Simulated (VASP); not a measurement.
Input of a VASP 6.6.1 run:

INCAR

```
SYSTEM = N
ALGO = Normal
EDIFF = 1E-6
ENCUT = 520
GGA = PS
ISIF = 2
ISMEAR = -1
LASPH = .TRUE.
LCHARG = .FALSE.
LREAL = .FALSE.
LWAVE = .FALSE.
NBANDS = 30
NELM = 100
PREC = Accurate
SIGMA = 0.05
```

Contents of KPOINTS:

```
k-points
0
G
  5 5 5
  0 0 0
```

Contents of POSCAR:

```
N
1.0
    5.5973433535      0.0000000000      0.0000000000
    0.0000000000      5.5973433535      0.0000000000
    0.0000000000      0.0000000000      5.5973433535
N
8
Direct
    0.0573973300      0.4426026700      0.5573973300
    0.4426026700      0.5573973300      0.0573973300
    0.5573973300      0.0573973300      0.4426026700
    0.9426026700      0.9426026700      0.9426026700
    0.9426026700      0.5573973300      0.4426026700
    0.5573973300      0.4426026700      0.9426026700
    0.4426026700      0.9426026700      0.5573973300
    0.0573973300      0.0573973300      0.0573973300
```

Potentials or basis: VASP PAW PBE potentials, release 64 (N).

Launch:

```bash
$ cat potpaw_PBE.64/N/POTCAR > POTCAR
$ mpirun -np 1 vasp_std > vasp.out
```

Task: Estimate the pressure.

Result: -0.2 GPa.

Task: Estimate the largest force.

Result: 0.278 eV/Å.

Forces in eV/Å, atoms in the order of the input:
```
N   -0.160  0.160 -0.160
N    0.160 -0.160 -0.160
N   -0.160 -0.160  0.160
N    0.160  0.160  0.160
N    0.160 -0.160  0.160
N   -0.160  0.160  0.160
N    0.160  0.160 -0.160
N   -0.160 -0.160 -0.160
```

Caveat: the standard files for N, O and F lose accuracy on very short bonds; the PAW data sets were made with another functional, which shifts forces and pressure a little.
